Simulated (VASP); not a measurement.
# Ge (P6_3/mmc) in VASP: notebook

Ge is run at these levels: r2SCAN, PBEsol+D4; tasks: single point.

All numbers are computed with VASP 6.6.1; they aren't measurements. Logs are shortened: lines on timing, memory, paths and dates and some standing lists are left out, and cuts for length are marked.

### 1 The cell of the first run

The structure is hexagonal, space group P6_3/mmc (No. 194). Conventional cell: a = 3.998 Å, b = 3.998 Å, c = 6.599 Å, α = 90.00°, β = 90.00°, γ = 120.00°. Ge (site symmetry 3m) has 4 Ge at 2.45 to 2.47 Å within 3.2 Å.

This isn't the form of Ge at room conditions, which is diamond.

### 2 Single point, r2SCAN, non-collinear spin, zero start, spin-orbit coupling

Input file POSCAR:

```
Ge
1.0
    3.9975858431      0.0000000000      0.0000000000
   -1.9987929216      3.4620108940      0.0000000000
    0.0000000000      0.0000000000      6.5993779500
Ge
4
Direct
    0.3333333333      0.6666666667      0.9370987500
    0.6666666667      0.3333333333      0.4370987500
    0.3333333333      0.6666666667      0.5629012500
    0.6666666667      0.3333333333      0.0629012500
```

Input file INCAR.step1:

```
SYSTEM = Ge
PREC = Accurate
ENCUT = 520
ISMEAR = -1
SIGMA = 0.05
LREAL = .FALSE.
LASPH = .TRUE.
NELM = 150
MAGMOM = 0 0 0 0 0 0 0 0 0 0 0 0
LSORBIT = .TRUE.
GGA_COMPAT = .FALSE.
NBANDS = 70
GGA = PE
ALGO = Normal
EDIFF = 1E-4
LWAVE = .TRUE.
LCHARG = .FALSE.
```

Input file INCAR.step2:

```
SYSTEM = Ge
PREC = Accurate
ENCUT = 520
EDIFF = 1E-6
ISMEAR = -1
SIGMA = 0.05
LREAL = .FALSE.
LASPH = .TRUE.
NELM = 150
ALGO = Normal
ISIF = 2
LWAVE = .FALSE.
LCHARG = .TRUE.
MAGMOM = 0 0 0 0 0 0 0 0 0 0 0 0
LORBIT = 11
LSORBIT = .TRUE.
GGA_COMPAT = .FALSE.
LORBMOM = .TRUE.
METAGGA = R2SCAN
LMIXTAU = .TRUE.
LVHAR = .TRUE.
NBANDS = 70
ISTART = 1
```

Input file KPOINTS:

```
Automatic mesh
0
G
  6 6 3
  0 0 0
```

Potentials or basis: VASP PAW PBE potentials, release 64 (Ge_d).

Launch:

```bash
> cat potpaw_PBE.64/Ge_d/POTCAR > POTCAR
> cp INCAR.step1 INCAR
> mpirun -np 1 vasp_ncl > vasp.out
> cp INCAR.step2 INCAR
> mpirun -np 1 vasp_ncl > vasp.out
```

OUTCAR:

```text
SYSTEM = Ge
   PREC = Accurate
   ENCUT = 520
   EDIFF = 1E-6
   ISMEAR = -1
   LREAL = .FALSE.
   LASPH = .TRUE.
   NELM = 150
   ISIF = 2
   LORBIT = 11
   LSORBIT = .TRUE.
   METAGGA = R2SCAN
   ISTART = 1

 ion  position               nearest neighbor table
   1  0.333  0.667  0.937-   4 2.45   4 2.45   4 2.45   3 2.47
   2  0.667  0.333  0.437-   3 2.45   3 2.45   3 2.45   4 2.47
   3  0.333  0.667  0.563-   2 2.45   2 2.45   2 2.45   1 2.47
   4  0.667  0.333  0.063-   1 2.45   1 2.45   1 2.45   2 2.47

  LATTYP: Found a hexagonal cell.
 ALAT       =     3.9975858431
 C/A-ratio  =     1.6508408347

  Lattice vectors:

 A1 = (   3.9975858431,   0.0000000000,   0.0000000000)
 A2 = (  -1.9987929216,   3.4620108940,   0.0000000000)
 A3 = (   0.0000000000,   0.0000000000,   6.5993779500)

Analysis of symmetry for initial positions (statically):
=====================================================================
 Subroutine PRICEL returns:
 Original cell was already a primitive cell.

 Routine SETGRP: Setting up the symmetry group for a
 hexagonal supercell.

 Subroutine GETGRP returns: Found 24 space group operations
 (whereof 12 operations were pure point group operations)
 out of a pool of 24 trial point group operations.

The static configuration has the point symmetry D_3d.
 The point group associated with its full space group is D_6h.

Analysis of symmetry for dynamics (positions and initial velocities):
=====================================================================
 Subroutine PRICEL returns:
 Original cell was already a primitive cell.

 Routine SETGRP: Setting up the symmetry group for a
 hexagonal supercell.

 Subroutine GETGRP returns: Found 24 space group operations
 (whereof 12 operations were pure point group operations)
 out of a pool of 24 trial point group operations.

The dynamic configuration has the point symmetry D_3d.
 The point group associated with its full space group is D_6h.

Analysis of structural, dynamic, and magnetic symmetry:
=====================================================================
 Subroutine PRICEL returns:
 Original cell was already a primitive cell.

 Routine SETGRP: Setting up the symmetry group for a
 hexagonal supercell.

 Subroutine GETGRP returns: Found 24 space group operations
 (whereof 12 operations were pure point group operations)
 out of a pool of 24 trial point group operations.

The overall configuration has the point symmetry D_3d.
 The point group associated with its full space group is D_6h.

 Subroutine INISYM returns: Found 24 space group operations
 (whereof 12 operations are pure point group operations),
 and found     1 'primitive' translations

----------------------------------------------------------------------------------------

                                     Primitive cell

  volume of cell :      91.3333

  direct lattice vectors                    reciprocal lattice vectors
     3.997585843  0.000000000  0.000000000     0.250150976  0.144424733  0.000000000
    -1.998792922  3.462010894  0.000000000     0.000000000  0.288849467  0.000000000
     0.000000000  0.000000000  6.599377950     0.000000000  0.000000000  0.151529433

  length of vectors
     3.997585843  3.997585843  6.599377950     0.288849467  0.288849467  0.151529433

  position of ions in fractional coordinates (direct lattice)
     0.333333333  0.666666667  0.937098750
     0.666666667  0.333333333  0.437098750
     0.333333333  0.666666667  0.562901250
     0.666666667  0.333333333  0.062901250

  ion indices of the primitive-cell ions
   primitive index   ion index
                 1           1
                 2           2
                 3           3
                 4           4

----------------------------------------------------------------------------------------

[... 104 lines left out ...]
  ---------------------------------------------------
  ext. energy  EPLUGINS =         0.00000000
  ---------------------------------------------------
  free energy    TOTEN  =       -55.40300770 eV

  energy without entropy =      -55.40122513  energy(sigma->0) =      -55.40211641

 E-fermi :   4.9844     XC(G=0): -10.7667

 val. band max:        4.9626983302   @ k =   0.0000   0.0000   0.0000
 cond. band min:       4.9978711991   @ k =   0.0000   0.0000   0.0000
 fundamental gap:      0.0351728689
 Fermi energy:         4.9843914302

 k-point     1 :       0.0000    0.0000    0.0000
  band No.  band energies     occupation
      1     -21.0412      1.00000
      2     -21.0412      1.00000
      3     -21.0314      1.00000
      4     -21.0314      1.00000
      5     -21.0283      1.00000
      6     -21.0283      1.00000
[... 983 lines left out ...]
     67      10.9042      0.00000
     68      10.9042      0.00000
 [bands above 68 left out]

------------------------ aborting loop because EDIFF is reached ----------------------------------------

  FORCE on cell =-STRESS in cart. coord.  units (eV):
  Direction    XX          YY          ZZ          XY          YZ          ZX
  --------------------------------------------------------------------------------------
  -------------------------------------------------------------------------------------
  Total        0.0887128      0.0887128     -0.0938026     -0.0000000      0.0000000      0.0000000
  in kB        1.5562076      1.5562076     -1.6454936     -0.0000000      0.0000000      0.0000000
  external PRESSURE =       0.4889739 kB  Pullay stress =       0.0000000 kB

 VOLUME and BASIS-vectors are now :
 -----------------------------------------------------------------------------
  energy-cutoff  :      520.00
  volume of cell :       91.33
      direct lattice vectors                 reciprocal lattice vectors
     3.997585843  0.000000000  0.000000000     0.250150976  0.144424733  0.000000000
    -1.998792922  3.462010894  0.000000000     0.000000000  0.288849467  0.000000000
     0.000000000  0.000000000  6.599377950     0.000000000  0.000000000  0.151529433

 POSITION                                       TOTAL-FORCE (eV/Angst)
 -----------------------------------------------------------------------------------
     -0.00000      2.30801      6.18427        -0.000000      0.000000     -0.013008
      1.99879      1.15400      2.88458         0.000000     -0.000000     -0.013008
     -0.00000      2.30801      3.71480        -0.000000     -0.000000      0.013008
      1.99879      1.15400      0.41511         0.000000     -0.000000      0.013008
 -----------------------------------------------------------------------------------
    total drift:                               -0.000000      0.000000     -0.000000

  FREE ENERGIE OF THE ION-ELECTRON SYSTEM (eV)
  ---------------------------------------------------
  free  energy   TOTEN  =       -55.4030076985 eV

  energy  without entropy=      -55.4012251272  energy(sigma->0) =      -55.40211641

 orbital moment (x)

 # of ion     p       d       tot
 ----------------------------------------
  1        -0.000  -0.000  -0.000
  2         0.000   0.000   0.000
  3         0.000  -0.000   0.000
  4        -0.000   0.000  -0.000
 ----------------------------------------
            0.000  -0.000   0.000

 orbital moment (y)

 # of ion     p       d       tot
 ----------------------------------------
  1         0.000  -0.000  -0.000
  2        -0.000   0.000  -0.000
  3         0.000   0.000   0.000
  4         0.000  -0.000  -0.000
 ----------------------------------------
           -0.000   0.000  -0.000

 orbital moment (z)

 # of ion     p       d       tot
 ----------------------------------------
  1         0.000   0.000   0.000
  2         0.000   0.000   0.000
  3         0.000   0.000   0.000
  4         0.000   0.000   0.000
 ----------------------------------------
            0.000   0.000   0.000

 Spin-Orbit-Coupling matrix elements

 Ion:    1  E_soc:     -0.0174844
 l=   1
     0.0000000    -0.0019488    -0.0020785
    -0.0019488     0.0000000    -0.0019488
    -0.0020785    -0.0019488     0.0000000
 l=   2
     0.0000000    -0.0001844     0.0000000    -0.0001844    -0.0007365
    -0.0001844     0.0000000    -0.0005538    -0.0001845    -0.0001844
     0.0000000    -0.0005538     0.0000000    -0.0005538     0.0000000
    -0.0001844    -0.0001845    -0.0005538     0.0000000    -0.0001844
    -0.0007365    -0.0001844     0.0000000    -0.0001844     0.0000000
 l=   3
     0.0000000     0.0000000     0.0000000     0.0000000     0.0000000     0.0000000     0.0000000
     0.0000000     0.0000000     0.0000000     0.0000000     0.0000000     0.0000000     0.0000000
     0.0000000     0.0000000     0.0000000     0.0000000     0.0000000     0.0000000     0.0000000
     0.0000000     0.0000000     0.0000000     0.0000000     0.0000000     0.0000000     0.0000000
[... 49 lines left out ...]
 l=   2
     0.0000000    -0.0001844     0.0000000    -0.0001844    -0.0007365
    -0.0001844     0.0000000    -0.0005538    -0.0001845    -0.0001844
     0.0000000    -0.0005538     0.0000000    -0.0005538     0.0000000
    -0.0001844    -0.0001845    -0.0005538     0.0000000    -0.0001844
    -0.0007365    -0.0001844     0.0000000    -0.0001844     0.0000000
 l=   3
     0.0000000     0.0000000     0.0000000     0.0000000     0.0000000     0.0000000     0.0000000
     0.0000000     0.0000000     0.0000000     0.0000000     0.0000000     0.0000000     0.0000000
     0.0000000     0.0000000     0.0000000     0.0000000     0.0000000     0.0000000     0.0000000
     0.0000000     0.0000000     0.0000000     0.0000000     0.0000000     0.0000000     0.0000000
     0.0000000     0.0000000     0.0000000     0.0000000     0.0000000     0.0000000     0.0000000
     0.0000000     0.0000000     0.0000000     0.0000000     0.0000000     0.0000000     0.0000000
     0.0000000     0.0000000     0.0000000     0.0000000     0.0000000     0.0000000     0.0000000

 total charge

# of ion       s       p       d       tot
------------------------------------------
    1        1.099   1.288  10.022  12.409
    2        1.099   1.288  10.022  12.409
    3        1.099   1.288  10.022  12.409
    4        1.099   1.288  10.022  12.409
--------------------------------------------------
tot          4.397   5.153  40.086  49.636

 magnetization (x)

# of ion       s       p       d       tot
------------------------------------------
    1        0.000  -0.000   0.000  -0.000
    2        0.000   0.000   0.000   0.000
    3        0.000  -0.000   0.000  -0.000
    4        0.000  -0.000   0.000  -0.000
--------------------------------------------------
tot          0.000  -0.000   0.000  -0.000

 magnetization (y)

# of ion       s       p       d       tot
------------------------------------------
    1       -0.000   0.000   0.000  -0.000
    2       -0.000   0.000   0.000   0.000
    3       -0.000  -0.000   0.000  -0.000
    4       -0.000   0.000   0.000   0.000
--------------------------------------------------
tot         -0.000   0.000   0.000  -0.000

 magnetization (z)

# of ion       s       p       d       tot
------------------------------------------
    1        0.000   0.000   0.000   0.000
    2        0.000   0.000   0.000   0.000
    3        0.000   0.000   0.000   0.000
    4        0.000   0.000   0.000   0.000
--------------------------------------------------
tot          0.000   0.000   0.000   0.000
```

It took 9 min on 1 thread of Intel Xeon 6975P-C (Granite Rapids), shared host; peak memory 0.5 GiB.

What came out:

```yaml
Free_energy: -55.4030 eV
Pressure: 0.0 GPa
Largest_force: 0.013 eV/Å
Net_moment: 0.00 μB per cell
Valence_electrons_inside_the_program's_atomic_spheres: Ge 12.41
```

Forces in eV/Å, atoms in the order of the input:
```
Ge   0.000  0.000 -0.013
Ge   0.000  0.000 -0.013
Ge   0.000  0.000  0.013
Ge   0.000  0.000  0.013
```

Moments on the atoms (μB; x, y, z):
```
Ge  0.00 0.00 0.00
Ge  0.00 0.00 0.00
Ge  0.00 0.00 0.00
Ge  0.00 0.00 0.00
```

Caveat: the PAW data sets were made with another functional, which shifts forces and pressure a little.

### 3 Single point, PBEsol+D4, non-collinear spin, zero start, spin-orbit coupling

This run uses another cell than the first one, of 22.42 Å³/atom.

Input file INCAR:

```
PREC = Accurate
ENCUT = 520
EDIFF = 1E-6
ISMEAR = 0
SIGMA = 0.05
LREAL = False
LASPH = True
NELM = 150
ALGO = Normal
ISIF = 2
LWAVE = False
LCHARG = True
LNONCOLLINEAR = True
MAGMOM = 0 0 0 0 0 0 0 0 0 0 0 0
LORBIT = 11
LSORBIT = True
GGA_COMPAT = False
LORBMOM = True
GGA = PS
IVDW = 13
LVHAR = True
NBANDS = 70
```

Input file KPOINTS:

```
Automatic mesh
0
Gamma
  6 6 3
```

Input file POSCAR:

```
Ge
1.0
    3.9789789327      0.0000000000      0.0000000000
   -1.9894894663      3.4458968368      0.0000000000
    0.0000000000      0.0000000000      6.5417275387
Ge
4
Direct
    0.3333333333      0.6666666667      0.9373182002
    0.6666666667      0.3333333333      0.0626817998
    0.6666666667      0.3333333333      0.4373182002
    0.3333333333      0.6666666667      0.5626817998
```

Potentials or basis: VASP PAW PBE potentials, release 64 (Ge_d).

Launch:

```bash
> cat potpaw_PBE.64/Ge_d/POTCAR > POTCAR
> mpirun -np 1 vasp_ncl > vasp.out
```

It took 2.3 min on 1 thread of Oxide Virtual Turin-like, shared host; peak memory 0.39 GiB.

Results (log left out):

```yaml
Free_energy: -20.4139 eV
Pressure: -0.1 GPa
Net_moment: 0.00 μB per cell
Valence_electrons_inside_the_program's_atomic_spheres: Ge 12.42
Dispersion_energy_per_atom: -0.188 eV
```

Forces in eV/Å, atoms in the order of the input:
```
Ge   0.000  0.000  0.002
Ge   0.000  0.000 -0.002
Ge   0.000  0.000  0.002
Ge   0.000  0.000 -0.002
```

Moments on the atoms (μB; x, y, z):
```
Ge  0.00 0.00 0.00
Ge  0.00 0.00 0.00
Ge  0.00 0.00 0.00
Ge  0.00 0.00 0.00
```

Caveat: the PAW data sets were made with another functional, which shifts forces and pressure a little.
